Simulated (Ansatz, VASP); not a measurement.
SiC in VASP and in Ansatz

```
C Si
1.0
     0.00000    2.03011    2.03011
     2.03011    0.00000    2.03011
     2.03011    2.03011    0.00000
C Si
1 1
Direct
  0.00000 0.00000 0.00000
  0.50000 0.50000 0.50000
```

Alike in both runs: task single point; functional PBE; k mesh 8 × 8 × 8; occupations gaussian, width 0.05 eV; no spin polarisation.

|  | VASP | Ansatz |
| --- | --- | --- |
| version | VASP 6.6.1 | Ansatz 0.2.0 |
| potentials or method | VASP PAW PBE potentials, release 64 (C, Si), cutoff 520 eV | scalar-relativistic, plane waves, PAW |
| valence electrons in the cell | 8 | 8 |

Ansatz gave:

```
gap on the k mesh at the Fermi level (eV) : none
pressure (GPa)                            : -0.5
```

**Question.** What did VASP give for the same quantities?

**Answer.** gap on the k mesh at the Fermi level (eV): none; pressure (GPa): -0.4.

A gap of «none» marks a metal or a gap that the smearing closes.
